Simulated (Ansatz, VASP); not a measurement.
# W in VASP and in Ansatz

```
CELL_PARAMETERS angstrom
2.73136 0.00000 0.00000
-0.91045 2.57515 0.00000
0.00000 0.00000 24.92060
ATOMIC_POSITIONS crystal
W 0.00000 0.00000 0.32399
W 0.50000 0.50000 0.41028
W 0.00000 0.00000 0.50000
W 0.50000 0.50000 0.58972
W 0.00000 0.00000 0.67601
```

Alike in both runs: functional PBEsol; k mesh 14 × 14 × 1; occupations fermi-dirac, width 0.1 eV; no spin polarisation.

Ansatz relaxed the structure, and its values are those at the end. VASP's run is a single point on that final structure, the one shown.

```csv
,VASP,Ansatz
version,VASP 6.6.1,Ansatz 0.2.0
potentials or method,"VASP PAW PBE potentials, release 64 (W_sv), cutoff 520 eV","all-electron LAPW, scalar-relativistic"
```

|  | VASP | Ansatz | Ansatz less VASP |
| --- | --- | --- | --- |
| rms of the force components (eV/Å) | 0.015 | 0.003 | -0.0127 |

VASP's potentials were made for PBE, not for PBEsol. Ansatz ran all-electron here, and VASP with PAW potentials.

Neither program's run includes spin-orbit coupling.
